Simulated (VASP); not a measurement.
# PbO (P6_3/mmc) in VASP: further runs, part 2 of 2

VASP 6.6.1. The steps go on from the part before.

## Step 4: Single point, PBE (19.26 Å³/atom)

This run uses another cell than the first one, of 19.26 Å³/atom.

INCAR

```
SYSTEM = PbO
PREC = Accurate
ENCUT = 520
EDIFF = 1E-6
ISMEAR = 0
SIGMA = 0.05
LREAL = .False.
LASPH = .True.
NELM = 80
ALGO = Normal
ISIF = 2
LWAVE = .False.
LCHARG = .False.
GGA = PE
NBANDS = 28
```

KPOINTS

```
Automatic mesh
0
Gamma
  10 10 6
  0 0 0
```

POSCAR

```
PbO
1.0
    3.7115629369      0.0000000000      0.0000000000
   -1.8557814685      3.2143077911      0.0000000000
    0.0000000000      0.0000000000      6.4583976336
Pb O
2 2
Direct
    0.3333333333      0.6666666667      0.2500000000
    0.6666666667      0.3333333333      0.7500000000
    0.0000000000      0.0000000000      0.0000000000
    0.0000000000      0.0000000000      0.5000000000
```

Potentials or basis: VASP PAW PBE potentials, release 64 (Pb_d, O).

The run is started by

```console
> cat potpaw_PBE.64/Pb_d/POTCAR potpaw_PBE.64/O/POTCAR > POTCAR
> mpirun -np 1 vasp_std > vasp.out
```

OUTCAR:

```text
SYSTEM = PbO
   PREC = Accurate
   ENCUT = 520
   EDIFF = 1E-6
   ISMEAR = 0
   LREAL = .False.
   LASPH = .True.
   NELM = 80
   ISIF = 2
   GGA = PE

 ion  position               nearest neighbor table
   1  0.333  0.667  0.250-   3 2.68   4 2.68   3 2.68   4 2.68   3 2.68   4 2.68   2 3.88   2 3.88
                             2 3.88   2 3.88   2 3.88   2 3.88
   2  0.667  0.333  0.750-   3 2.68   4 2.68   3 2.68   4 2.68   3 2.68   4 2.68   1 3.88   1 3.88
                             1 3.88   1 3.88   1 3.88   1 3.88
   3  0.000  0.000  0.000-   1 2.68   2 2.68   2 2.68   1 2.68   2 2.68   1 2.68
   4  0.000  0.000  0.500-   1 2.68   2 2.68   2 2.68   1 2.68   2 2.68   1 2.68

  LATTYP: Found a hexagonal cell.
 ALAT       =     3.7115629369
 C/A-ratio  =     1.7400749343

  Lattice vectors:

 A1 = (   3.7115629369,   0.0000000000,   0.0000000000)
 A2 = (  -1.8557814685,   3.2143077911,   0.0000000000)
 A3 = (   0.0000000000,   0.0000000000,   6.4583976336)

Analysis of symmetry for initial positions (statically):
=====================================================================
 Subroutine PRICEL returns:
 Original cell was already a primitive cell.

[... 177 lines left out ...]

 val. band max:        5.5788624040   @ k =   0.0000   0.0000   0.0000
 cond. band min:       5.8024519059   @ k =   0.5000   0.0000   0.0000
 fundamental gap:      0.2235895019
 Fermi energy:         5.6851520668

 k-point     1 :       0.0000    0.0000    0.0000
  band No.  band energies     occupation
      1     -11.4835      2.00000
      2     -10.9169      2.00000
      3     -10.8435      2.00000
      4     -10.8435      2.00000
      5     -10.8243      2.00000
      6     -10.8243      2.00000
[... 733 lines left out ...]
     27      14.9827      0.00000
     28      15.8688      0.00000

 [... further k-points ...]

------------------------ aborting loop because EDIFF is reached ----------------------------------------

  FORCE on cell =-STRESS in cart. coord.  units (eV):
  Direction    XX          YY          ZZ          XY          YZ          ZX
  --------------------------------------------------------------------------------------
  -------------------------------------------------------------------------------------
  Total       -2.3656780     -2.3656780     -2.3767604      0.0000000      0.0000000     -0.0000000
  in kB      -49.1923025    -49.1923025    -49.4227504      0.0000000      0.0000000     -0.0000000
  external PRESSURE =     -49.2691185 kB  Pullay stress =       0.0000000 kB

 VOLUME and BASIS-vectors are now :
 -----------------------------------------------------------------------------
  energy-cutoff  :      520.00
  volume of cell :       77.05
      direct lattice vectors                 reciprocal lattice vectors
     3.711562937  0.000000000  0.000000000     0.269428275  0.155554487  0.000000000
    -1.855781469  3.214307791  0.000000000     0.000000000  0.311108974  0.000000000
     0.000000000  0.000000000  6.458397634     0.000000000  0.000000000  0.154837168

 POSITION                                       TOTAL-FORCE (eV/Angst)
 -----------------------------------------------------------------------------------
     -0.00000      2.14287      1.61460         0.000000     -0.000000      0.000000
      1.85578      1.07144      4.84380        -0.000000      0.000000      0.000000
      0.00000      0.00000      0.00000         0.000000      0.000000      0.000000
      0.00000      0.00000      3.22920        -0.000000      0.000000      0.000000
 -----------------------------------------------------------------------------------
    total drift:                               -0.000000      0.000000      0.000000

  FREE ENERGIE OF THE ION-ELECTRON SYSTEM (eV)
  ---------------------------------------------------
  free  energy   TOTEN  =       -20.5030385344 eV

  energy  without entropy=      -20.5030374266  energy(sigma->0) =      -20.50303798
```

stdout:

```text
POSCAR found type information on POSCAR PbO
 POSCAR found :  2 types and       4 ions
 scaLAPACK will be used
 LDA part: xc-table for (Slater+PW92), standard interpolation
 POSCAR, INCAR and KPOINTS ok, starting setup
 FFT: planning ... GRIDC
 FFT: planning ... GRID_SOFT
 FFT: planning ... GRID
 WAVECAR not read
 entering main loop
```

Run time: 100 s. Hardware: 1 thread of Intel Xeon Platinum 8488C (Sapphire Rapids), shared host; peak memory 0.25 GiB.

What came out:

| Item | Value |
| --- | --- |
| Free energy | -20.5030 eV |
| Pressure | -4.9 GPa |
| Band gap on the k mesh | 0.22 eV (least direct gap 0.33 eV) |

Caveat: the cell stands under tension; spin-orbit coupling is left out, which moves the levels of the heavy elements.

## Step 5: Overview

```csv
cell,gap on the mesh (eV),pressure (GPa)
"a = 3.645, b = 3.645, c = 6.382 Å, angles 90.0, 90.0, 120.0°, 4 atoms",0.23,-1.6
"a = 3.672, b = 3.672, c = 6.412 Å, angles 90.0, 90.0, 120.0°, 4 atoms",0.25,-3.1
"a = 3.712, b = 3.712, c = 6.458 Å, angles 90.0, 90.0, 120.0°, 4 atoms",0.22,-4.9
```

Alike in all rows: task single point; level PBE; potentials or basis VASP PAW PBE potentials, release 64 (Pb_d, O); no spin polarisation; k mesh 10 × 10 × 6; cutoff (eV) 520; smearing gaussian 0.05 eV.

Caveats: spin-orbit coupling is left out, which moves the levels of the heavy elements; the cell stands under tension (at least some runs).

Total energies depend on the potentials used, so only differences within one code and one set of settings carry meaning.
